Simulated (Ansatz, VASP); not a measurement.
**One calculation of TaN, two programs**

File POSCAR:

```
TaN
1.0
    2.8498588927      0.0000000000      0.0000000000
   -1.4249294463      2.6207130971      0.0000000000
    0.0000000000      0.0000000000      2.8830000000
Ta N
1 1
Direct
    0.3333333333      0.6666666667      0.5000000000
    0.0000000000      0.0000000000      0.0000000000
```

Contents of INCAR.step1:

```
PREC = Accurate ; ENCUT = 520
ISMEAR = 0 ; SIGMA = 0.15
LREAL = F ; LASPH = T
NELM = 60 ; NBANDS = 15
GGA = PE ; ALGO = Normal
EDIFF = 1E-4 ; LWAVE = T
LCHARG = F
```

INCAR.step2

```
PREC = Accurate ; ENCUT = 520
EDIFF = 1E-6 ; ISMEAR = 0
SIGMA = 0.15 ; LREAL = F
LASPH = T ; NELM = 60
ALGO = Normal ; ISIF = 2
LWAVE = F ; LCHARG = T
METAGGA = R2SCAN ; LMIXTAU = T
LELF = T ; LVHAR = T
NBANDS = 15 ; ISTART = 1
```

File KPOINTS:

```
regular mesh
0
Gamma
  18 18 16
```

Input for Ansatz:

```yaml
crystal:
  lattice:
    - [2.8498588927, 0.0, 0.0]
    - [-1.4249294463, 2.6207130971, 0.0]
    - [0.0, 0.0, 2.883]
  atoms:
    - { symbol: Ta, position: [0.3333333333, 0.6666666667, 0.5] }
    - { symbol: "N", position: [0.0, 0.0, 0.0] }
basis:
  ecutwfc: 500
kpoints:
  mp_grid: { grid: [18, 18, 16] }
hamiltonian:
  xc: r2scan
scf:
  occupations: { method: gaussian, width: 0.15 }
output:
  forces: true
  stress: true
  eigenvalues: true
```

Change from the starting cell: strain -0.0300 x Voigt [1, -1, 0, 0, 0, 0], atoms carried along.

Alike in both runs: task single point; functional r2SCAN; k mesh 18 × 18 × 16; occupations gaussian, width 0.15 eV; no spin polarisation.

```csv
,VASP,Ansatz
version,VASP 6.6.1,Ansatz 0.2.0
potentials or method,"VASP PAW PBE potentials, release 64 (Ta_pv, N), cutoff 520 eV","scalar-relativistic, plane waves, PAW"
valence electrons in the cell,16,18
```

|  | VASP | Ansatz | Ansatz less VASP |
| --- | --- | --- | --- |
| gap on the k mesh at the Fermi level (eV) | none | none | - |
| pressure (GPa) | 2.4 | 0.8 | -1.63 |
| traceless stress, the component that is largest in VASP (GPa) | -15.43 | -15.35 | +0.084 |
| rms of the force components (eV/Å) | 0.036 | 0.032 | -0.0041 |

VASP's potentials were made for PBE, not for r2SCAN. Atom by atom the forces differ by 0.004 eV/Å (rms over components). A gap of «none» marks a metal or a gap that the smearing closes. VASP's potentials hold 16 valence electrons a cell and Ansatz's 18, so a difference there can come from the potentials and not from the codes.

Spin-orbit coupling is off throughout.
